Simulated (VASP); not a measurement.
# SnO2 (P4_2/mnm) in VASP: notebook, part 2 of 2

VASP 6.6.1. Earlier steps stand in the parts before.

## Step 3: Dielectric tensor, r2SCAN

This run uses another cell than the first one, of 12.09 Å³/atom.

File INCAR:

```
SYSTEM = SnO2
PREC     = Accurate       ! precision mode
ENCUT    = 520            ! plane-wave cutoff, eV
EDIFF    = 1E-8           ! SCF threshold, eV
ISMEAR   = 0              ! smearing method
SIGMA    = 0.01           ! smearing width, eV
LREAL    = .False.        ! projectors in reciprocal space
LASPH    = .True.         ! aspherical terms in the spheres
NELM     = 60             ! most SCF steps
ALGO     = Normal         ! electronic algorithm
ISIF     = 2              ! what is computed and relaxed
LWAVE    = .False.        ! write WAVECAR
LCHARG   = .False.        ! write CHGCAR
METAGGA  = R2SCAN         ! meta-GGA
LMIXTAU  = .True.       
LCALCEPS = .True.
```

File KPOINTS:

```
Automatic mesh
0
Gamma
  4 4 6
  0 0 0
```

File POSCAR:

```
SnO2
1.0
    4.7605737245      0.0000000000      0.0000000000
    0.0000000000      4.7605737245      0.0000000000
    0.0000000000      0.0000000000      3.2000802711
Sn O
2 4
Direct
    0.0000000000      0.0000000000      0.0000000000
    0.5000000000      0.5000000000      0.5000000000
    0.3058781125      0.3058781125      0.0000000000
    0.1941218875      0.8058781125      0.5000000000
    0.8058781125      0.1941218875      0.5000000000
    0.6941218875      0.6941218875      0.0000000000
```

Potentials or basis: VASP PAW PBE potentials, release 64 (Sn_d, O).

Launch:

```bash
> cat potpaw_PBE.64/Sn_d/POTCAR potpaw_PBE.64/O/POTCAR > POTCAR
> mpirun -np 1 vasp_std > vasp.out
```

OUTCAR:

```text
SYSTEM = SnO2
   PREC = Accurate
   ENCUT = 520
   EDIFF = 1E-8
   ISMEAR = 0
   LREAL = .False.
   LASPH = .True.
   NELM = 60
   ISIF = 2
   METAGGA = R2SCAN

 ion  position               nearest neighbor table
   1  0.000  0.000  0.000-   3 2.06   6 2.06   5 2.07   4 2.07   4 2.07   5 2.07   2 3.73   2 3.73
                             2 3.73   2 3.73   2 3.73   2 3.73   2 3.73   2 3.73
   2  0.500  0.500  0.500-   4 2.06   5 2.06   3 2.07   6 2.07   3 2.07   6 2.07   1 3.73   1 3.73
                             1 3.73   1 3.73   1 3.73   1 3.73   1 3.73   1 3.73
   3  0.306  0.306  0.000-   1 2.06   2 2.07   2 2.07
   4  0.194  0.806  0.500-   2 2.06   1 2.07   1 2.07
   5  0.806  0.194  0.500-   2 2.06   1 2.07   1 2.07
   6  0.694  0.694  0.000-   1 2.06   2 2.07   2 2.07

  LATTYP: Found a simple tetragonal cell.
 ALAT       =     4.7605737245
 C/A-ratio  =     0.6722047502

  Lattice vectors:

 A1 = (   4.7605737245,   0.0000000000,   0.0000000000)
 A2 = (   0.0000000000,   4.7605737245,   0.0000000000)
 A3 = (   0.0000000000,   0.0000000000,   3.2000802711)

Analysis of symmetry for initial positions (statically):
=====================================================================
 Subroutine PRICEL returns:
 Original cell was already a primitive cell.

 Routine SETGRP: Setting up the symmetry group for a
 simple tetragonal supercell.

 Subroutine GETGRP returns: Found 16 space group operations
 (whereof  8 operations were pure point group operations)
 out of a pool of 16 trial point group operations.

The static configuration has the point symmetry D_2h.
 The point group associated with its full space group is D_4h.

Analysis of symmetry for dynamics (positions and initial velocities):
=====================================================================
 Subroutine PRICEL returns:
 Original cell was already a primitive cell.

 Routine SETGRP: Setting up the symmetry group for a
 simple tetragonal supercell.

 Subroutine GETGRP returns: Found 16 space group operations
 (whereof  8 operations were pure point group operations)
 out of a pool of 16 trial point group operations.

The dynamic configuration has the point symmetry D_2h.
 The point group associated with its full space group is D_4h.

 Subroutine INISYM returns: Found 16 space group operations
 (whereof  8 operations are pure point group operations),
 and found     1 'primitive' translations

----------------------------------------------------------------------------------------

                                     Primitive cell

  volume of cell :      72.5236

  direct lattice vectors                    reciprocal lattice vectors
     4.760573725  0.000000000  0.000000000     0.210058715  0.000000000  0.000000000
     0.000000000  4.760573725  0.000000000     0.000000000  0.210058715  0.000000000
     0.000000000  0.000000000  3.200080271     0.000000000  0.000000000  0.312492161

  length of vectors
     4.760573725  4.760573725  3.200080271     0.210058715  0.210058715  0.312492161

  position of ions in fractional coordinates (direct lattice)
     0.000000000  0.000000000  0.000000000
     0.500000000  0.500000000  0.500000000
     0.305878112  0.305878112  0.000000000
[... 109 lines left out ...]
   LHFCALC =     F    Hartree Fock is set to
   AEXX    =    0.0000 exact exchange contribution
   IVDW    =     0    specifies the selected vdW correction
   LEPSILON=     F    determine dielectric tensor
   LRPA    =     F    only Hartree local field effects (RPA)
   LRPA       =     F
 non-spin polarized calculation
 Gauss-broadening in eV      SIGMA  =   0.01
  energy-cutoff  :      520.00
  volume of cell :       72.52
 maximum number of plane-waves:      1992
 NGX is ok and might be reduce to    36
   NGX = 17   NGY = 17   NGZ = 11

 Total electronic dipole moment: p[elc]=(     4.77206    -4.76057    -3.20008 ) |e| Angst

 number of electron      52.0000003 magnetization

 Free energy of the ion-electron system (eV)
  ---------------------------------------------------
  ext. energy  EPLUGINS =         0.00000000
  ---------------------------------------------------
  free energy    TOTEN  =       -84.59686398 eV

  energy without entropy =      -84.59686398  energy(sigma->0) =      -84.59686398

 E-fermi :   5.6278     XC(G=0): -11.9690

 val. band max:        5.5571987772   @ k =   0.0000   0.0000   0.0000
 cond. band min:   10000.0000000000   @ k =   0.0000   0.0000   0.0000
 fundamental gap:   9994.4428012228
 Fermi energy:         5.6278474065

 k-point     1 :       0.0000    0.0000    0.0000
  band No.  band energies     occupation
      1     -16.1808      2.00000
      2     -15.2679      2.00000
      3     -14.9676      2.00000
      4     -14.9676      2.00000
      5     -14.9453      2.00000
      6     -14.9063      2.00000
[... 805 lines left out ...]
     30   10000.0000      0.00000
     31   10000.0000      0.00000

------------------------ aborting loop because EDIFF is reached ----------------------------------------

            Ionic dipole moment: p[ion]=(   -33.32402   -33.32402   -41.60104 ) |e| Angst

 Total electronic dipole moment: p[elc]=(     4.76057     4.76057    -3.18727 ) |e| Angst

 MACROSCOPIC STATIC DIELECTRIC TENSOR (including local field effects)
 ------------------------------------------------------
           3.865470    -0.000000     0.000000
           0.000000     3.865470     0.000000
           0.000000     0.000000     4.196373
 ------------------------------------------------------

 PIEZOELECTRIC TENSOR (including local field effects) (e Angst)
          XX          YY          ZZ          XY          YZ          ZX
  --------------------------------------------------------------------------------
  x     0.00000     0.00000     0.00000     0.00000     0.00000     0.00000
  y     0.00000     0.00000     0.00000     0.00000     0.00000     0.00000
  z     0.00000     0.00000     0.00000     0.00000     0.00000     0.00000

 PIEZOELECTRIC TENSOR (including local field effects) (C/m^2)
          XX          YY          ZZ          XY          YZ          ZX
  --------------------------------------------------------------------------------
  x     0.00000     0.00000     0.00000     0.00000     0.00000     0.00000
  y     0.00000     0.00000     0.00000     0.00000     0.00000     0.00000
  z     0.00000     0.00000     0.00000     0.00000     0.00000     0.00000

 BORN EFFECTIVE CHARGES (including local field effects) (in |e|, cummulative output)
 ---------------------------------------------------------------------------------
 ion    1
    1     4.07967     0.40331     0.00000
    2     0.40331     4.07967     0.00000
    3     0.00000     0.00000     4.44238
 ion    2
    1     4.07967    -0.40331     0.00000
    2    -0.40331     4.07967     0.00000
    3     0.00000     0.00000     4.44238
 ion    3
    1    -2.03984    -0.66286     0.00000
    2    -0.66286    -2.03984     0.00000
    3     0.00000     0.00000    -2.22119
 ion    4
    1    -2.03984     0.66286     0.00000
    2     0.66286    -2.03984     0.00000
    3     0.00000     0.00000    -2.22119
 ion    5
    1    -2.03984     0.66286     0.00000
    2     0.66286    -2.03984     0.00000
    3     0.00000     0.00000    -2.22119
 ion    6
    1    -2.03984    -0.66286     0.00000
    2    -0.66286    -2.03984     0.00000
    3     0.00000     0.00000    -2.22119

  FORCE on cell =-STRESS in cart. coord.  units (eV):
  Direction    XX          YY          ZZ          XY          YZ          ZX
  --------------------------------------------------------------------------------------
  -------------------------------------------------------------------------------------
  Total        0.4028734      0.4028734      0.6636960      0.0000000      0.0000000      0.0000000
  in kB        8.9001983      8.9001983     14.6622408      0.0000000      0.0000000      0.0000000
  external PRESSURE =      10.8208791 kB  Pullay stress =       0.0000000 kB

 VOLUME and BASIS-vectors are now :
 -----------------------------------------------------------------------------
  energy-cutoff  :      520.00
  volume of cell :       72.52
      direct lattice vectors                 reciprocal lattice vectors
     4.760573725  0.000000000  0.000000000     0.210058715  0.000000000  0.000000000
     0.000000000  4.760573725  0.000000000     0.000000000  0.210058715  0.000000000
     0.000000000  0.000000000  3.200080271     0.000000000  0.000000000  0.312492161

 POSITION                                       TOTAL-FORCE (eV/Angst)
 -----------------------------------------------------------------------------------
      0.00000      0.00000      0.00000        -0.000000     -0.000000     -0.000000
      2.38029      2.38029      1.60004        -0.000000     -0.000000     -0.000000
      1.45616      1.45616      0.00000        -0.016674     -0.016674      0.000000
      0.92413      3.83644      1.60004         0.016674     -0.016674      0.000000
      3.83644      0.92413      1.60004        -0.016674      0.016674     -0.000000
      3.30442      3.30442      0.00000         0.016674      0.016674     -0.000000
 -----------------------------------------------------------------------------------
    total drift:                                0.000000      0.000000      0.000000

  FREE ENERGIE OF THE ION-ELECTRON SYSTEM (eV)
  ---------------------------------------------------
  free  energy   TOTEN  =       -84.5968639802 eV

  energy  without entropy=      -84.5968639802  energy(sigma->0) =      -84.59686398
```

Run time: 1.7 h. Hardware: 1 thread of Oxide Virtual Turin-like, shared host; peak memory 0.4 GiB.

What came out:

```yaml
Band_gap_on_the_k_mesh: 1.79 eV
Electronic_dielectric_tensor_diagonal: 3.87, 3.87, 4.20
Born_charges_mean_of_the_diagonal: Sn +4.20; O -2.10 e
```

Levels at points of the mesh, in eV from the valence-band top:
| k point | band 23 | band 24 | band 25 | band 26 | band 27 | band 28 | band 29 | band 30 |
| --- | --- | --- | --- | --- | --- | --- | --- | --- |
| (0.00, 0.00, 0.00) | -1.22 | -0.78 | -0.78 | 0.00 | 1.79 | 6.82 | 7.05 | 7.05 |
| (0.50, 0.00, 0.00) | -1.17 | -1.17 | -0.62 | -0.62 | 5.00 | 5.00 | 7.81 | 7.81 |
| (0.50, 0.50, 0.00) | -1.30 | -1.30 | -0.92 | -0.92 | 5.45 | 5.45 | 8.22 | 8.22 |
| (0.00, 0.00, 0.50) | -1.67 | -1.67 | -1.27 | -1.27 | 6.87 | 6.87 | 10.53 | 10.53 |
| (0.50, 0.00, 0.50) | -1.11 | -1.11 | -0.69 | -0.69 | 7.15 | 7.15 | 8.85 | 8.85 |
| (0.50, 0.50, 0.50) | -0.96 | -0.96 | -0.85 | -0.85 | 5.52 | 5.52 | 9.65 | 9.65 |

Electronic dielectric tensor:
```
3.87 0.00 0.00
0.00 3.87 0.00
0.00 0.00 4.20
```

Born effective charge tensors (e):
atom 1, Sn
```
4.08 0.40 0.00
0.40 4.08 0.00
0.00 0.00 4.44
```
atom 2, Sn
```
 4.08 -0.40  0.00
-0.40  4.08  0.00
 0.00  0.00  4.44
```
atom 3, O
```
-2.04 -0.66  0.00
-0.66 -2.04  0.00
 0.00  0.00 -2.22
```
atom 4, O
```
-2.04  0.66  0.00
 0.66 -2.04  0.00
 0.00  0.00 -2.22
```
atom 5, O
```
-2.04  0.66  0.00
 0.66 -2.04  0.00
 0.00  0.00 -2.22
```
atom 6, O
```
-2.04 -0.66  0.00
-0.66 -2.04  0.00
 0.00  0.00 -2.22
```

Dipole moments of the cell (e·Å, modulo the quantum): ionic -33.324, -33.324, -41.601; electronic 4.761, 4.761, -3.187

Caveat: the structure was generated, so it needn't be the stable form of SnO2; the PAW data sets were made with another functional, which shifts forces and pressure a little; spin-orbit coupling is left out, which moves the levels of the heavy elements.

## Step 4: Dielectric tensor, r2SCAN (uniaxial z strain -2.0%)

File INCAR:

```
PREC     = Accurate       # precision mode
ENCUT    = 520            # plane-wave cutoff, eV
EDIFF    = 1E-8           # SCF threshold, eV
ISMEAR   = 0              # smearing method
SIGMA    = 0.01           # smearing width, eV
LREAL    = F              # projectors in reciprocal space
LASPH    = T              # aspherical terms in the spheres
NELM     = 60             # most SCF steps
ALGO     = Normal         # electronic algorithm
ISIF     = 2              # what is computed and relaxed
LWAVE    = F              # write WAVECAR
LCHARG   = F              # write CHGCAR
METAGGA  = R2SCAN         # meta-GGA
LMIXTAU  = T            
LCALCEPS = T
```

File KPOINTS:

```
Automatic mesh
0
Gamma
  4 4 6
```

File POSCAR:

```
SnO2
1.0
    4.7605737245      0.0000000000      0.0000000000
    0.0000000000      4.7605737245      0.0000000000
    0.0000000000      0.0000000000      3.1360786656
Sn O
2 4
Direct
    0.0000000000      0.0000000000      0.0000000000
    0.5000000000      0.5000000000      0.5000000000
    0.3049400479      0.3049400479      0.0000000000
    0.1950599521      0.8049400479      0.5000000000
    0.8049400479      0.1950599521      0.5000000000
    0.6950599521      0.6950599521      0.0000000000
```

Potentials or basis: VASP PAW PBE potentials, release 64 (Sn_d, O).

Launch:

```bash
> cat potpaw_PBE.64/Sn_d/POTCAR potpaw_PBE.64/O/POTCAR > POTCAR
> mpirun -np 1 vasp_std > vasp.out
```

OUTCAR:

```text
PREC = Accurate
   ENCUT = 520
   EDIFF = 1E-8
   ISMEAR = 0
   LREAL = F
   LASPH = T
   NELM = 60
   ISIF = 2
   METAGGA = R2SCAN

 ion  position               nearest neighbor table
   1  0.000  0.000  0.000-   4 2.05   5 2.05   4 2.05   5 2.05   3 2.05   6 2.05   2 3.71   2 3.71
                             2 3.71   2 3.71   2 3.71   2 3.71   2 3.71   2 3.71
   2  0.500  0.500  0.500-   3 2.05   6 2.05   3 2.05   6 2.05   5 2.05   4 2.05   1 3.71   1 3.71
                             1 3.71   1 3.71   1 3.71   1 3.71   1 3.71   1 3.71
   3  0.305  0.305  0.000-   2 2.05   2 2.05   1 2.05
   4  0.195  0.805  0.500-   1 2.05   1 2.05   2 2.05
   5  0.805  0.195  0.500-   1 2.05   1 2.05   2 2.05
[... 1080 lines left out ...]
  Total        1.8508086      1.8508086      4.8869256      0.0000000      0.0000000      0.0000000
  in kB       41.7221370     41.7221370    110.1642715      0.0000000      0.0000000      0.0000000
  external PRESSURE =      64.5361818 kB  Pullay stress =       0.0000000 kB

 VOLUME and BASIS-vectors are now :
 -----------------------------------------------------------------------------
  energy-cutoff  :      520.00
  volume of cell :       71.07
      direct lattice vectors                 reciprocal lattice vectors
     4.760573725  0.000000000  0.000000000     0.210058715  0.000000000  0.000000000
     0.000000000  4.760573725  0.000000000     0.000000000  0.210058715  0.000000000
     0.000000000  0.000000000  3.136078666     0.000000000  0.000000000  0.318869552

 POSITION                                       TOTAL-FORCE (eV/Angst)
 -----------------------------------------------------------------------------------
      0.00000      0.00000      0.00000         0.000000      0.000000      0.000000
      2.38029      2.38029      1.56804         0.000000      0.000000      0.000000
      1.45169      1.45169      0.00000        -0.027006     -0.027006     -0.000000
      0.92860      3.83198      1.56804         0.027006     -0.027006     -0.000000
      3.83198      0.92860      1.56804        -0.027006      0.027006      0.000000
      3.30888      3.30888      0.00000         0.027006      0.027006      0.000000
 -----------------------------------------------------------------------------------
    total drift:                                0.000000      0.000000     -0.000000

  FREE ENERGIE OF THE ION-ELECTRON SYSTEM (eV)
  ---------------------------------------------------
  free  energy   TOTEN  =       -84.5397821851 eV

  energy  without entropy=      -84.5397821851  energy(sigma->0) =      -84.53978219
```

Run time: 70 min. Hardware: 1 thread of Oxide Virtual Turin-like, shared host; peak memory 0.4 GiB.

What came out:

- Band gap on the k mesh: 2.08 eV
- Electronic dielectric tensor (diagonal): 3.77, 3.77, 4.06
- Born charges (mean of the diagonal): Sn +4.18; O -2.09 e

Electronic dielectric tensor:
```
3.77 0.00 0.00
0.00 3.77 0.00
0.00 0.00 4.06
```

Born effective charge tensors (e):
atom 1, Sn
```
4.08 0.42 0.00
0.42 4.08 0.00
0.00 0.00 4.38
```
atom 2, Sn
```
 4.08 -0.42  0.00
-0.42  4.08  0.00
 0.00  0.00  4.38
```
atom 3, O
```
-2.04 -0.66  0.00
-0.66 -2.04  0.00
 0.00  0.00 -2.19
```
atom 4, O
```
-2.04  0.66  0.00
 0.66 -2.04  0.00
 0.00  0.00 -2.19
```
atom 5, O
```
-2.04  0.66  0.00
 0.66 -2.04  0.00
 0.00  0.00 -2.19
```
atom 6, O
```
-2.04 -0.66  0.00
-0.66 -2.04  0.00
 0.00  0.00 -2.19
```

Dipole moments of the cell (e·Å, modulo the quantum): ionic -33.324, -33.324, -40.769; electronic 4.761, 4.761, -3.124

Caveat: the cell differs from its parent crystal (uniaxial z strain -2.0%); the structure was generated, so it needn't be the stable form of SnO2; the PAW data sets were made with another functional, which shifts forces and pressure a little; spin-orbit coupling is left out, which moves the levels of the heavy elements.

## Step 5: Summary

| cell | gap on the mesh (eV) |
| --- | --- |
| a = 4.761, b = 4.761, c = 3.296 Å, 6 atoms, atomic positions A | 1.36 |
| a = 4.761, b = 4.761, c = 3.200 Å, 6 atoms, atomic positions B | 1.79 |
| a = 4.761, b = 4.761, c = 3.136 Å, 6 atoms, atomic positions C | 2.08 |

Alike in all rows: task dielectric tensor; level r2SCAN; potentials or basis VASP PAW PBE potentials, release 64 (Sn_d, O); no spin polarisation; k mesh 4 × 4 × 6; cutoff (eV) 520; smearing gaussian 0.01 eV.

Caveats: the structure was generated, so it needn't be the stable form of SnO2; the PAW data sets were made with another functional, which shifts forces and pressure a little; spin-orbit coupling is left out, which moves the levels of the heavy elements.

Total energies depend on the potentials used, so only differences within one code and one set of settings carry meaning.

The gap in the log of VASP goes by the Fermi energy; the results here count the filled bands.